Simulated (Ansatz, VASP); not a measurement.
**Two plane-wave programs on YPt2S4**

```xyz
7
Lattice="3.6119 0.0000 0.0000 -1.8059 3.1280 0.0000 0.0000 0.0000 12.4844" Properties=species:S:1:pos:R:3 pbc="T T T"
Y     0.0000    0.0000    0.0000
Pt    1.8059    1.0427    8.9929
Pt    0.0000    2.0853    3.4915
S     0.0000    2.0853   10.2587
S     0.0000    0.0000    7.7272
S     0.0000    0.0000    4.7572
S     1.8059    1.0427    2.2257
```

Alike in both runs: task relaxation of cell and atoms; functional PBE; dispersion D3(BJ); k mesh 6 × 6 × 2; occupations gaussian, width 0.1 eV; no spin polarisation.

|  | VASP | Ansatz |
| --- | --- | --- |
| version | VASP 6.6.1 | Ansatz 0.2.0 |
| potentials or method | VASP PAW PBE potentials, release 64 (Y_sv, Pt, S), cutoff 600 eV | scalar-relativistic, plane waves, PAW |
| valence electrons in the cell | 55 | 71 |

|  | VASP | Ansatz | Ansatz less VASP |
| --- | --- | --- | --- |
| gap on the k mesh at the Fermi level, each at its own relaxed structure (eV) | none | none | - |
| relaxed volume (Å³/atom) | 18.49 | 18.51 | +0.025 |
| relaxed length of the cell vector where the two differ most in proportion (Å) | 9.631 | 9.664 | +0.0336 |

A gap of «none» marks a metal or a gap that the smearing closes. VASP's potentials hold 55 valence electrons a cell and Ansatz's 71, so a difference there can come from the potentials and not from the codes.

Spin-orbit coupling is off throughout.
